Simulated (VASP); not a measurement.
# GdN (F-43m) in VASP: single point with PBEsol

Aim: the single point of GdN with PBEsol.

Everything below comes from runs of VASP 6.6.1. Logs are shortened: lines on timing, memory, paths and dates and some standing lists are left out, and cuts for length are marked.

## Step 1: The cell of the first run

It takes space group F-43m (No. 216, cubic). The conventional cell has a = 5.273 Å, b = 5.273 Å, c = 5.273 Å, α = 90.00°, β = 90.00°, γ = 90.00°. Gd (site symmetry -43m) has 4 N at 2.28 Å within 3.0 Å. Within 3.0 Å of N (site symmetry -43m) lie 4 Gd at 2.28 Å.

## Step 2: Single point, PBEsol, collinear spin, ferromagnetic start

Input file POSCAR:

```
GdN
1.0
    0.0000000000      2.6365690014      2.6365690014
    2.6365690014      0.0000000000      2.6365690014
    2.6365690014      2.6365690014      0.0000000000
Gd N
1 1
Direct
    0.0000000000      0.0000000000      0.0000000000
    0.2500000000      0.2500000000      0.2500000000
```

Input file INCAR.step1:

```
SYSTEM = GdN
  ALGO = Normal
  EDIFF = 1E-6
  ENCUT = 520
  GGA = PS
  ISIF = 2
  ISMEAR = 0
  ISPIN = 2
  LASPH = .TRUE.
  LCHARG = .TRUE.
  LMAXMIX = 6
  LREAL = .FALSE.
  LWAVE = .FALSE.
  MAGMOM = 7.45 0
  NBANDS = 22
  NELM = 150
  PREC = Accurate
  SIGMA = 0.05
```

Input file KPOINTS.step1:

```
k-points
0
G
  10 10 10
  0 0 0
```

Input file INCAR.step2:

```
SYSTEM = GdN
  ALGO = Normal
  EDIFF = 1E-6
  ENCUT = 520
  GGA = PS
  ICHARG = 11
  ISIF = 2
  ISMEAR = -5
  ISPIN = 2
  LASPH = .TRUE.
  LCHARG = .FALSE.
  LMAXMIX = 6
  LORBIT = 11
  LREAL = .FALSE.
  LWAVE = .FALSE.
  MAGMOM = 7.45 0
  NBANDS = 22
  NEDOS = 2001
  NELM = 150
  PREC = Accurate
  SIGMA = 0.05
```

Input file KPOINTS.step2:

```
k-points
0
G
  15 15 15
  0 0 0
```

Potentials or basis: VASP PAW PBE potentials, release 64 (Gd, N).

On the command line:

```
> cat potpaw_PBE.64/Gd/POTCAR potpaw_PBE.64/N/POTCAR > POTCAR
> cp INCAR.step1 INCAR
> cp KPOINTS.step1 KPOINTS
> mpirun -np 1 vasp_std > vasp.out
> cp INCAR.step2 INCAR
> cp KPOINTS.step2 KPOINTS
> mpirun -np 1 vasp_std > vasp.out
```

OUTCAR:

```text
SYSTEM = GdN
   EDIFF = 1E-6
   ENCUT = 520
   GGA = PS
   ICHARG = 11
   ISIF = 2
   ISMEAR = -5
   ISPIN = 2
   LASPH = .TRUE.
   LORBIT = 11
   LREAL = .FALSE.
   NELM = 150
   PREC = Accurate

 ion  position               nearest neighbor table
   1  0.000  0.000  0.000-   2 2.28   2 2.28   2 2.28   2 2.28
   2  0.250  0.250  0.250-   1 2.28   1 2.28   1 2.28   1 2.28

  LATTYP: Found a face centered cubic cell.
 ALAT       =     5.2731380028

  Lattice vectors:

 A1 = (   0.0000000000,   2.6365690014,   2.6365690014)
 A2 = (   2.6365690014,   0.0000000000,   2.6365690014)
 A3 = (   2.6365690014,   2.6365690014,   0.0000000000)

Analysis of symmetry for initial positions (statically):
=====================================================================
 Subroutine PRICEL returns:
 Original cell was already a primitive cell.

 Routine SETGRP: Setting up the symmetry group for a
 face centered cubic supercell.

 Subroutine GETGRP returns: Found 24 space group operations
 (whereof 24 operations were pure point group operations)
 out of a pool of 48 trial point group operations.

The static configuration has the point symmetry T_d .

Analysis of symmetry for dynamics (positions and initial velocities):
=====================================================================
 Subroutine PRICEL returns:
 Original cell was already a primitive cell.

 Routine SETGRP: Setting up the symmetry group for a
 face centered cubic supercell.

 Subroutine GETGRP returns: Found 24 space group operations
 (whereof 24 operations were pure point group operations)
 out of a pool of 48 trial point group operations.

The dynamic configuration has the point symmetry T_d .

Analysis of structural, dynamic, and magnetic symmetry:
=====================================================================
 Subroutine PRICEL returns:
 Original cell was already a primitive cell.

 Routine SETGRP: Setting up the symmetry group for a
 face centered cubic supercell.

 Subroutine GETGRP returns: Found 24 space group operations
 (whereof 24 operations were pure point group operations)
 out of a pool of 48 trial point group operations.

The overall configuration has the point symmetry T_d .

 Subroutine INISYM returns: Found 24 space group operations
 (whereof 24 operations are pure point group operations),
 and found     1 'primitive' translations

----------------------------------------------------------------------------------------

                                     Primitive cell

  volume of cell :      36.6562

  direct lattice vectors                    reciprocal lattice vectors
     0.000000000  2.636569001  2.636569001    -0.189640400  0.189640400  0.189640400
     2.636569001  0.000000000  2.636569001     0.189640400 -0.189640400  0.189640400
     2.636569001  2.636569001  0.000000000     0.189640400  0.189640400 -0.189640400

  length of vectors
     3.728671640  3.728671640  3.728671640     0.328466808  0.328466808  0.328466808

  position of ions in fractional coordinates (direct lattice)
     0.000000000  0.000000000  0.000000000
     0.250000000  0.250000000  0.250000000

  ion indices of the primitive-cell ions
   primitive index   ion index
                 1           1
                 2           2

----------------------------------------------------------------------------------------

 KPOINTS: k-points

Automatic generation of k-mesh.
 Grid dimensions read from file:
 generate k-points for:   15   15   15

 Generating k-lattice:

  Cartesian coordinates                     Fractional coordinates (reciprocal lattice)
    -0.012642693  0.012642693  0.012642693     0.066666667  0.000000000  0.000000000
     0.012642693 -0.012642693  0.012642693     0.000000000  0.066666667  0.000000000
     0.012642693  0.012642693 -0.012642693     0.000000000  0.000000000  0.066666667

  Length of vectors
     0.021897787  0.021897787  0.021897787

  Shift w.r.t. Gamma in fractional coordinates (k-lattice)
     0.000000000  0.000000000  0.000000000

 TETIRR: Found    484 inequivalent tetrahedra from    20250

 Subroutine IBZKPT returns following result:
 ===========================================

 Found    120 irreducible k-points:

 Following reciprocal coordinates:
            Coordinates               Weight
  0.000000  0.000000  0.000000      1.000000
  0.066667  0.000000  0.000000      8.000000
  0.133333  0.000000  0.000000      8.000000
  0.200000  0.000000  0.000000      8.000000
  0.266667  0.000000  0.000000      8.000000
  0.333333  0.000000  0.000000      8.000000
[... 16 lines left out ...]
  0.133333  0.133333  0.000000      6.000000
  0.200000  0.133333  0.000000     24.000000
 [... further k-points ...]
   k-points           NKPTS =    120   k-points in BZ     NKDIM =    120   number of bands    NBANDS=     22
   number of dos      NEDOS =   2001   number of ions     NIONS =      2
   total plane-waves  NPLWV =  21952
   dimension x,y,z NGX =    28 NGY =   28 NGZ =   28
   dimension x,y,z NGXF=    56 NGYF=   56 NGZF=   56
   ions per type =               1   1
   NGX,Y,Z   is equivalent  to a cutoff of  12.48, 12.48, 12.48 a.u.
   NGXF,Y,Z  is equivalent  to a cutoff of  24.97, 24.97, 24.97 a.u.
 SYSTEM =  GdN
   PREC   = accura    normal or accurate (medium, high low for compatibility)
   ISTART =      0    job   : 0-new  1-cont  2-samecut
   ICHARG =     11    charge: 1-file 2-atom 10-const
   ISPIN  =      2    spin polarized calculation?
   LNONCOLLINEAR =      F non collinear calculations
   LSORBIT =      F    spin-orbit coupling
   LASPH  =      T    aspherical Exc in radial PAW
   ENCUT  =  520.0 eV  38.22 Ry    6.18 a.u.   6.93  6.93  6.93*2*pi/ulx,y,z
   NELM   =    150;   NELMIN=  2; NELMDL=  0     # of ELM steps
   EDIFF  = 0.1E-05   stopping-criterion for ELM
   LREAL  =      F    real-space projection
   EDIFFG = 0.1E-04   stopping-criterion for IOM
   NSW    =      0    number of steps for IOM
   IBRION =     -1    ionic relax: 0-MD 1-quasi-New 2-CG
   NFREE  =      0    steps in history (QN), initial steepest desc. (CG)
   ISIF   =      2    stress and relaxation
   ISYM   =      2    0-nonsym 1-usesym 2-fastsym
   POTIM  = 0.5000    time-step for ionic-motion
   TEBEG  =    0.0;   TEEND  =   0.0 temperature during run
   PSTRESS=    0.0 pullay stress
   NELECT =      23.0000    total number of electrons
   NUPDOWN=      -1.0000    fix difference up-down
   EMIN   =  10.00;   EMAX   =-10.00  energy-range for DOS
   EFERMI =   0.00;   METHOD = LEGACY
   ISMEAR =    -5;   SIGMA  =   0.05  broadening in eV -4-tet -1-fermi 0-gaus
   EFERMI_NEDOS =   21; number of points for ismear=-14 and -15
   IALGO  =     38    algorithm
   IMIX   =      4    mixing-type and parameters
     AMIX     =   0.40;   BMIX     =  1.00
     AMIX_MAG =   1.60;   BMIX_MAG =  1.00
  volume/ion in A,a.u.               =      18.33       123.68
  Fermi-wavevector in a.u.,A,eV,Ry     =   1.401528  2.648503 26.725644  1.964279
  Thomas-Fermi vector in A             =   2.524380
   LORBIT       =     11    0 simple, 1 ext, 2 COOP (PROOUT), +10 PAW based schemes
   GGA     = PS    functional components
   LHFCALC =     F    Hartree Fock is set to
   AEXX    =    0.0000 exact exchange contribution
   IVDW    =     0    specifies the selected vdW correction
   LEPSILON=     F    determine dielectric tensor
   LRPA    =     F    only Hartree local field effects (RPA)
 spin polarized calculation
 Fermi weights with tetrahedron method with Bloechl corrections
  energy-cutoff  :      520.00
  volume of cell :       36.66
 maximum number of plane-waves:      1002

 number of electron      23.0000005 magnetization       6.9993895

 Free energy of the ion-electron system (eV)
  ---------------------------------------------------
  ext. energy  EPLUGINS =         0.00000000
  ---------------------------------------------------
  free energy    TOTEN  =       -23.57409595 eV

  energy without entropy =      -23.57409595  energy(sigma->0) =      -23.57409595

 E-fermi :   2.1203     XC(G=0): -10.6459

 val. band max:        2.1156507511   @ k =  -0.4667   0.4667   0.0000
 cond. band min:       3.2533935280   @ k =   0.0000   0.0000   0.0000
 fundamental gap:      1.1377427768
 Fermi energy:         2.1203155719

 spin component 1

 k-point     1 :       0.0000    0.0000    0.0000
  band No.  band energies     occupation
      1     -40.8913      1.00000
      2     -18.1076      1.00000
      3     -18.1076      1.00000
      4     -18.1076      1.00000
      5     -10.0511      1.00000
      6      -0.8000      1.00000
[... 14 lines left out ...]
     21      10.6903      0.00000
     22      16.5647      0.00000

 k-point     2 :       0.0667    0.0000    0.0000
  band No.  band energies     occupation
      1     -40.8890      1.00000
      2     -18.1486      1.00000
      3     -18.1119      1.00000
      4     -18.1119      1.00000
      5     -10.0003      1.00000
      6      -0.8097      1.00000
[... 14 lines left out ...]
     21      10.8183      0.00000
     22      15.9717      0.00000

 k-point     3 :       0.1333    0.0000    0.0000
  band No.  band energies     occupation
      1     -40.8828      1.00000
      2     -18.2618      1.00000
      3     -18.1242      1.00000
      4     -18.1242      1.00000
      5      -9.8627      1.00000
      6      -0.8245      1.00000
[... 14 lines left out ...]
     21      11.0938      0.00000
     22      14.9164      0.00000
[... 476 lines left out ...]
 k-point    23 :       0.1333    0.1333    0.0000
  band No.  band energies     occupation
      1     -40.8800      1.00000
      2     -18.2705      1.00000
      3     -18.1508      1.00000
      4     -18.1508      1.00000
      5      -9.7994      1.00000
      6      -0.9130      1.00000
[... 14 lines left out ...]
     21      10.8965      0.00000
     22      15.5132      0.00000

 k-point    24 :       0.2000    0.1333    0.0000
  band No.  band energies     occupation
      1     -40.8731      1.00000
      2     -18.3765      1.00000
      3     -18.1728      1.00000
      4     -18.1690      1.00000
      5      -9.6574      1.00000
      6      -0.9517      1.00000
[... 14 lines left out ...]
     21      11.2429      0.00000
     22      14.7333      0.00000

 [... further k-points ...]

 spin component 2

 k-point     1 :       0.0000    0.0000    0.0000
  band No.  band energies     occupation
      1     -37.8166      1.00000
      2     -15.8959      1.00000
      3     -15.8959      1.00000
      4     -15.8959      1.00000
      5      -9.9936      1.00000
      6       0.1685      1.00000
[... 14 lines left out ...]
     21      11.5002      0.00000
     22      16.9674      0.00000

 k-point     2 :       0.0667    0.0000    0.0000
  band No.  band energies     occupation
      1     -37.8136      1.00000
      2     -15.9568      1.00000
      3     -15.9015      1.00000
      4     -15.9015      1.00000
      5      -9.9282      1.00000
      6       0.1074      1.00000
[... 14 lines left out ...]
     21      11.6399      0.00000
     22      16.5234      0.00000

 k-point     3 :       0.1333    0.0000    0.0000
  band No.  band energies     occupation
      1     -37.8053      1.00000
      2     -16.1215      1.00000
      3     -15.9174      1.00000
      4     -15.9174      1.00000
      5      -9.7548      1.00000
      6      -0.0044      1.00000
[... 14 lines left out ...]
     21      11.9447      0.00000
     22      15.5728      0.00000
[... 476 lines left out ...]
 k-point    23 :       0.1333    0.1333    0.0000
  band No.  band energies     occupation
      1     -37.8016      1.00000
      2     -16.1401      1.00000
      3     -15.9522      1.00000
      4     -15.9522      1.00000
      5      -9.6749      1.00000
      6      -0.2220      1.00000
[... 14 lines left out ...]
     21      11.7638      0.00000
     22      16.1008      0.00000

 k-point    24 :       0.2000    0.1333    0.0000
  band No.  band energies     occupation
      1     -37.7923      1.00000
      2     -16.2908      1.00000
      3     -15.9807      1.00000
      4     -15.9763      1.00000
      5      -9.5010      1.00000
      6      -0.3247      1.00000
[... 14 lines left out ...]
     21      12.1254      0.00000
     22      15.3860      0.00000

 [... further k-points ...]
[... 5 lines left out ...]
  --------------------------------------------------------------------------------------
  -------------------------------------------------------------------------------------
  Total        0.0248449      0.0248449      0.0248449      0.0000000      0.0000000      0.0000000
  in kB        1.0859276      1.0859276      1.0859276      0.0000000      0.0000000      0.0000000
  external PRESSURE =       1.0859276 kB  Pullay stress =       0.0000000 kB

 VOLUME and BASIS-vectors are now :
 -----------------------------------------------------------------------------
  energy-cutoff  :      520.00
  volume of cell :       36.66
      direct lattice vectors                 reciprocal lattice vectors
     0.000000000  2.636569001  2.636569001    -0.189640400  0.189640400  0.189640400
     2.636569001  0.000000000  2.636569001     0.189640400 -0.189640400  0.189640400
     2.636569001  2.636569001  0.000000000     0.189640400  0.189640400 -0.189640400

 POSITION                                       TOTAL-FORCE (eV/Angst)
 -----------------------------------------------------------------------------------
      0.00000      0.00000      0.00000         0.000000      0.000000      0.000000
      1.31828      1.31828      1.31828        -0.000000     -0.000000     -0.000000
 -----------------------------------------------------------------------------------
    total drift:                               -0.000000     -0.000000     -0.000000

  FREE ENERGIE OF THE ION-ELECTRON SYSTEM (eV)
  ---------------------------------------------------
  free  energy   TOTEN  =       -23.5740959504 eV

  energy  without entropy=      -23.5740959504  energy(sigma->0) =      -23.57409595

 total charge

# of ion       s       p       d       f       tot
--------------------------------------------------
    1        2.046   5.618   0.624   7.002  15.290
    2        1.256   2.413   0.000   0.000   3.669
--------------------------------------------------
tot          3.303   8.030   0.624   7.002  18.959

 magnetization (x)

# of ion       s       p       d       f       tot
--------------------------------------------------
    1        0.001  -0.070   0.068   6.792   6.791
    2       -0.008  -0.049   0.000   0.000  -0.057
--------------------------------------------------
tot         -0.006  -0.119   0.068   6.792   6.735
```

Wall time 6.2 min (1 thread of Intel Xeon 6975P-C (Granite Rapids), shared host); peak memory 0.29 GiB.

What came out:

```
Net moment                                            : 7.00 μB per cell
Site moments                                          : Gd +6.79; N -0.06 μB
Valence electrons inside the program's atomic spheres : Gd 15.29; N 3.67
```

Caveat: the PAW data sets were made with another functional, which shifts forces and pressure a little; spin-orbit coupling is left out, which moves the levels of the heavy elements; a cell with one magnetic atom can't hold antiferromagnetic order, which such compounds often take; semilocal functionals describe open f shells poorly, which spoils levels, moments and volumes.
